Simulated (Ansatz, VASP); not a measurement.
## Two plane-wave programs on Au

```
Au
1.0
     2.90046    0.00000    0.00000
    -1.45023    2.51187    0.00000
     0.00000    0.00000    9.83934
Au
4
Direct
  0.00000 0.00000 0.00000
  0.00000 0.00000 0.50000
  0.33333 0.66667 0.25000
  0.66667 0.33333 0.75000
```

Alike in both runs: task single point; functional BLYP; k mesh 14 × 14 × 4; occupations fermi-dirac, width 0.1 eV; no spin polarisation.

|  | VASP | Ansatz |
| --- | --- | --- |
| version | VASP 6.6.1 | Ansatz 0.2.0 |
| potentials or method | VASP PAW PBE potentials, release 64 (Au), cutoff 520 eV | plane waves (420 eV) with PAW, scalar-relativistic |
| valence electrons in the cell | 44 | 76 |

|  | VASP | Ansatz | Ansatz less VASP |
| --- | --- | --- | --- |
| pressure (GPa) | 11.7 | 11.0 | -0.65 |
| traceless stress, the component that is largest in VASP (GPa) | -1.09 | -0.98 | +0.109 |

VASP's potentials were made for PBE, not for BLYP. The functional is the same, so the differences come from potentials, cutoffs and numerics. VASP's potentials hold 44 valence electrons a cell and Ansatz's 76, so a difference there can come from the potentials and not from the codes.

Spin-orbit coupling is off throughout.
